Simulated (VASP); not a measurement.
**Si2W: single point with PBE**

Crystal: Si2W.

```
CELL_PARAMETERS angstrom
-1.60690 1.60690 3.91495
1.60690 -1.60690 3.91495
1.60690 1.60690 -3.91495
ATOMIC_POSITIONS crystal
Si 0.33470 0.33470 0.00000
Si 0.66530 0.66530 0.00000
W 0.00000 0.00000 0.00000
```

| Quantity | Value |
| --- | --- |
| Program | VASP 6.6.1 |
| Task | single point |
| Functional | PBE |
| Potentials or basis | VASP PAW PBE potentials, release 64 (Si, W_sv) |
| Cutoff | 520 eV |
| k mesh | 12 × 12 × 12 |
| Occupations | methfessel-paxton, width 0.3 eV |
| Spin | no spin polarisation |
| Dipole correction | no |
| Further INCAR settings | ALGO = Normal; EDIFF = 1e-06; NBANDS = 18 |

```
Pressure               : 3.3 GPa
Largest force          : 0.066 eV/Å
Band gap on the k mesh : zero (band 11 reaches 12.70 eV, above the bottom of band 12 at 11.40 eV)
```

Forces in eV/Å, atoms in the order of the input:
```
Si   0.000  0.000 -0.066
Si   0.000  0.000  0.066
W    0.000  0.000  0.000
```

Stress tensor (GPa, compression positive):
```
3.20 0.00 0.00
0.00 3.20 0.00
0.00 0.00 3.53
```

Levels at points of the mesh, in eV from the Fermi level:
| k point | band 8 | band 9 | band 10 | band 11 | band 12 | band 13 | band 14 | band 15 |
| --- | --- | --- | --- | --- | --- | --- | --- | --- |
| (0.00, 0.00, 0.00) | -3.31 | -2.83 | -2.83 | 0.62 | 2.75 | 2.94 | 3.07 | 3.07 |
| (0.50, 0.00, 0.00) | -4.85 | -2.79 | -2.75 | -0.43 | 2.72 | 2.79 | 3.94 | 4.44 |
| (0.50, 0.50, 0.00) | -5.49 | -5.01 | -3.24 | -1.76 | 2.80 | 2.98 | 3.14 | 3.92 |
| (0.50, 0.50, 0.50) | -2.57 | -0.84 | -0.84 | -0.49 | -0.49 | 0.80 | 4.51 | 4.90 |

Run time: 64 s on 1 thread of Intel(R) Xeon(R) 6975P-C (Granite Rapids), with other jobs on the host, peak memory 0.27 GiB.

Caveat: spin-orbit coupling is left out, which moves the levels of the heavy elements.
